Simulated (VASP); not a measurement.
# CdTe (F-43m) in VASP: notebook, part 2 of 2

VASP 6.6.1. The steps go on from the part before.

### Step 3. G0W0 quasiparticle levels, LDA

POSCAR reads:

```
CdTe
1.0
    0.0000000000      3.2799551172      3.2799551172
    3.2799551172      0.0000000000      3.2799551172
    3.2799551172      3.2799551172      0.0000000000
Cd Te
1 1
Direct
    0.0000000000      0.0000000000      0.0000000000
    0.2500000000      0.2500000000      0.2500000000
```

INCAR.step1 reads:

```
PREC     = Accurate       # precision mode
ENCUT    = 500            # plane-wave cutoff, eV
EDIFF    = 1E-8           # SCF threshold, eV
ISMEAR   = 0              # smearing method
SIGMA    = 0.01           # smearing width, eV
LREAL    = False          # projectors in reciprocal space
LASPH    = True           # aspherical terms in the spheres
NELM     = 60             # most SCF steps
ALGO     = Normal         # electronic algorithm
LWAVE    = True           # write WAVECAR
LCHARG   = False          # write CHGCAR
GGA      = CA             # functional
```

INCAR.step2 reads:

```
PREC     = Accurate       # precision mode
ENCUT    = 500            # plane-wave cutoff, eV
EDIFF    = 1E-8           # SCF threshold, eV
ISMEAR   = 0              # smearing method
SIGMA    = 0.01           # smearing width, eV
LREAL    = False          # projectors in reciprocal space
LASPH    = True           # aspherical terms in the spheres
NELM     = 1              # most SCF steps
ALGO     = Exact          # electronic algorithm
LWAVE    = True           # write WAVECAR
LCHARG   = False          # write CHGCAR
GGA      = CA             # functional
NBANDS   = 69             # bands
LOPTICS  = True           # frequency-dependent dielectric function
ISTART   = 1
```

INCAR.step3 reads:

```
PREC     = Accurate       # precision mode
ENCUT    = 500            # plane-wave cutoff, eV
EDIFF    = 1E-8           # SCF threshold, eV
ISMEAR   = 0              # smearing method
SIGMA    = 0.01           # smearing width, eV
LREAL    = False          # projectors in reciprocal space
LASPH    = True           # aspherical terms in the spheres
ALGO     = EVGW0          # electronic algorithm
LWAVE    = False          # write WAVECAR
LCHARG   = False          # write CHGCAR
GGA      = CA             # functional
NELMGW   = 1            
NBANDS   = 69             # bands
ENCUTGW  = 80.0           # cutoff of the response function
NOMEGA   = 48             # frequency points
PRECFOCK = Fast         
ISTART   = 1            
NBANDSGW = 17
```

KPOINTS reads:

```
Automatic mesh
0
Gamma
  2 2 2
```

Potentials or basis: VASP PAW LDA potentials, release 64 (Cd_GW, Te_GW).

Launch:

```console
$ cat potpaw_LDA.64/Cd_GW/POTCAR potpaw_LDA.64/Te_GW/POTCAR > POTCAR
$ cp INCAR.step1 INCAR
$ mpirun -np 1 vasp_std > vasp.out
$ cp INCAR.step2 INCAR
$ mpirun -np 1 vasp_std > vasp.out
$ cp INCAR.step3 INCAR
$ mpirun -np 1 vasp_std > vasp.out
```

OUTCAR:

```text
PREC = Accurate
   ENCUT = 500
   EDIFF = 1E-8
   ISMEAR = 0
   LREAL = False
   LASPH = True
   GGA = CA
   NELMGW = 1
   ENCUTGW = 80.0
   PRECFOCK = Fast
   ISTART = 1

 ion  position               nearest neighbor table
   1  0.000  0.000  0.000-   2 2.84   2 2.84   2 2.84   2 2.84
   2  0.250  0.250  0.250-   1 2.84   1 2.84   1 2.84   1 2.84

  LATTYP: Found a face centered cubic cell.
 ALAT       =     6.5599102344

  Lattice vectors:

 A1 = (   0.0000000000,   3.2799551172,   3.2799551172)
 A2 = (   3.2799551172,   0.0000000000,   3.2799551172)
 A3 = (   3.2799551172,   3.2799551172,   0.0000000000)

Analysis of symmetry for initial positions (statically):
=====================================================================
 Subroutine PRICEL returns:
 Original cell was already a primitive cell.

 Routine SETGRP: Setting up the symmetry group for a
 face centered cubic supercell.

 Subroutine GETGRP returns: Found 24 space group operations
 (whereof 24 operations were pure point group operations)
 out of a pool of 48 trial point group operations.

The static configuration has the point symmetry T_d .

Analysis of symmetry for dynamics (positions and initial velocities):
=====================================================================
 Subroutine PRICEL returns:
 Original cell was already a primitive cell.

 Routine SETGRP: Setting up the symmetry group for a
 face centered cubic supercell.

 Subroutine GETGRP returns: Found 24 space group operations
[... 73 lines left out ...]
   ISTART =      1    job   : 0-new  1-cont  2-samecut
   ICHARG =      0    charge: 1-file 2-atom 10-const
   ISPIN  =      1    spin polarized calculation?
   LNONCOLLINEAR =      F non collinear calculations
   LSORBIT =      F    spin-orbit coupling
   LASPH  =      T    aspherical Exc in radial PAW
   ENCUT  =  500.0 eV  36.75 Ry    6.06 a.u.   8.46  8.46  8.46*2*pi/ulx,y,z
   NELM   =     60;   NELMIN=  2; NELMDL=  0     # of ELM steps
   EDIFF  = 0.1E-07   stopping-criterion for ELM
   LREAL  =      F    real-space projection
   EDIFFG = 0.1E-06   stopping-criterion for IOM
   NSW    =      0    number of steps for IOM
   IBRION =     -1    ionic relax: 0-MD 1-quasi-New 2-CG
   NFREE  =      0    steps in history (QN), initial steepest desc. (CG)
   ISIF   =      0    stress and relaxation
   ISYM   =      3    0-nonsym 1-usesym 2-fastsym
   POTIM  = 0.5000    time-step for ionic-motion
   TEBEG  =    0.0;   TEEND  =   0.0 temperature during run
   PSTRESS=    0.0 pullay stress
   NELECT =      18.0000    total number of electrons
   NUPDOWN=      -1.0000    fix difference up-down
   EMIN   =  10.00;   EMAX   =-10.00  energy-range for DOS
   EFERMI =   0.00;   METHOD = LEGACY
   ISMEAR =     0;   SIGMA  =   0.01  broadening in eV -4-tet -1-fermi 0-gaus
   EFERMI_NEDOS =   21; number of points for ismear=-14 and -15
   IALGO  =     38    algorithm
   IMIX   =      4    mixing-type and parameters
     AMIX     =   0.40;   BMIX     =  1.00
     AMIX_MAG =   1.60;   BMIX_MAG =  1.00
  volume/ion in A,a.u.               =      35.29       238.12
  Fermi-wavevector in a.u.,A,eV,Ry     =   1.038216  1.961944 14.665621  1.077893
  Thomas-Fermi vector in A             =   2.172690
   LORBIT       =      0    0 simple, 1 ext, 2 COOP (PROOUT), +10 PAW based schemes
   GGA     = CA    functional components
   LHFCALC =     T    Hartree Fock is set to
   PRECFOCK=fast      Normal, Fast or Accurate (Low or Medium for compatibility)
   ENCUT4O =  -1.0   cutoff for four orbital integrals eV
   NKREDX  =     1    reduce k-point grid by
   NKREDY  =     1    reduce k-point grid by
   NKREDZ  =     1    reduce k-point grid by
   AEXX    =    1.0000 exact exchange contribution
   HFSCREEN=    0.0000 screening length (either q_TF or 0.3 A-1)
   HFSCREENC=   0.0000 screening length for correlation (either q_TF or 0.3 A-1)
   ENCUTFOCK=  -1.0 apply spherical cutoff to Coloumb kernel
   IVDW    =     0    specifies the selected vdW correction
   LEPSILON=     F    determine dielectric tensor
   LRPA    =     F    only Hartree local field effects (RPA)
   LRPAFORCE           =     F    calculate RPA forces
   ENCUTGW             =  80.0    cutoff for response function in eV
   ENCUTGWSOFT         =  64.0    soft cutoff for Coulomb kernel in GW response function in eV
   ENCUTLF             =  -1.0    cutoff for local field effects
   NELMGW              =     1    number of iterations in solving QP/BSE equation
   NELMHF              =     1    number of iterations in the inner HF iteration
   NKREDLFX            =     1    NKREDLFY  =   1   NKREDLFZ  =   1
 non-spin polarized calculation
 Gauss-broadening in eV      SIGMA  =   0.01
  energy-cutoff  :      500.00
  volume of cell :       70.57
 maximum number of plane-waves:      1807
 NGX is ok and might be reduce to    36
  NGX = 18; NGY = 18; NGZ = 18
   NGX = 17   NGY = 17   NGZ = 17
 maximum number of plane-waves:       120
 NGX is ok and might be reduce to    14

 QP shifts <psi_nk| G(iteration)W_0 |psi_nk>: iteration 1
 for sc-GW calculations column KS-energies equals QP-energies in previous step
 and V_xc(KS)=  KS-energies - (<T + V_ion + V_H > + <T+V_H+V_ion>^1  + <V_x>^1)

 k-point   1 :       0.0000    0.0000    0.0000
  band No.  KS-energies  QP-energies   sigma(KS)   V_xc(KS)     V^pw_x(r,r')   Z            occupation Imag(sigma)

      1      -7.9594      -7.8255     -10.9861     -11.1816     -17.1201       0.6846       2.0000       1.0829
      2      -5.4992      -6.6776     -16.9735     -15.3215     -23.0540       0.7133       2.0000       0.6010
      3      -5.4992      -6.6776     -16.9735     -15.3215     -23.0540       0.7133       2.0000       0.6010
      4      -5.4992      -6.6776     -16.9735     -15.3215     -23.0540       0.7133       2.0000       0.6010
      5      -5.2865      -6.4832     -17.1891     -15.5145     -23.2051       0.7146       2.0000       0.5483
      6      -5.2865      -6.4832     -17.1891     -15.5145     -23.2051       0.7146       2.0000       0.5483
[... 38 lines left out ...]
      3      -5.3600      -6.5633     -17.2059     -15.5276     -23.2826       0.7170       2.0000       0.5963
      4      -5.3600      -6.5633     -17.2059     -15.5276     -23.2826       0.7170       2.0000       0.5963
      5      -5.2593      -6.4611     -17.2263     -15.5563     -23.2508       0.7197       2.0000       0.5470
      6      -4.7620      -5.7416     -16.2158     -14.9036     -21.9742       0.7465       2.0000       0.6117
[... 9 lines left out ...]
     16      14.4025      14.9048      -8.3522      -8.9896      -3.5321       0.7879       0.0000      -0.3275
     17      14.4025      14.9048      -8.3522      -8.9896      -3.5321       0.7879       0.0000      -0.3275
```

OUTCAR.step2:

```text
PREC = Accurate
   ENCUT = 500
   EDIFF = 1E-8
   ISMEAR = 0
   LREAL = False
[... 604 lines left out ...]
     0.00000  1100.00327  1100.00327  1100.00327    -0.00000    -0.00000    -0.00000
     0.67741  -442.93105  -442.93105  -442.93105    -0.00000    -0.00000    -0.00000
     1.35482   -66.42670   -66.42670   -66.42670    -0.00000    -0.00000    -0.00000
     2.03222    53.15765    53.15765    53.15765    -0.00000    -0.00000    -0.00000
     2.70963   -43.05809   -43.05809   -43.05809     0.00000     0.00000     0.00000
     3.38704   -10.10369   -10.10369   -10.10369     0.00000     0.00000     0.00000
[... 92 lines left out ...]
    66.38599     0.82736     0.82736     0.82736     0.00000     0.00000     0.00000
    67.06340     0.83181     0.83181     0.83181     0.00000     0.00000     0.00000
```

Wall time 65 s (1 thread of Intel Xeon 8259CL, shared host); peak memory 0.61 GiB.

What came out:

```yaml
Band_gap_on_the_k_mesh_mean-field_level: 0.25 eV, direct
Quasiparticle_gap: 1.10 eV
Least_direct_quasiparticle_gap: 1.10 eV
```

Caveat: the k points lie up to 0.83 Å⁻¹ apart; bands, screening cutoff and mesh are small and nothing is extrapolated, so the quasiparticle values aren't converged; spin-orbit coupling is left out, which moves the levels of the heavy elements.
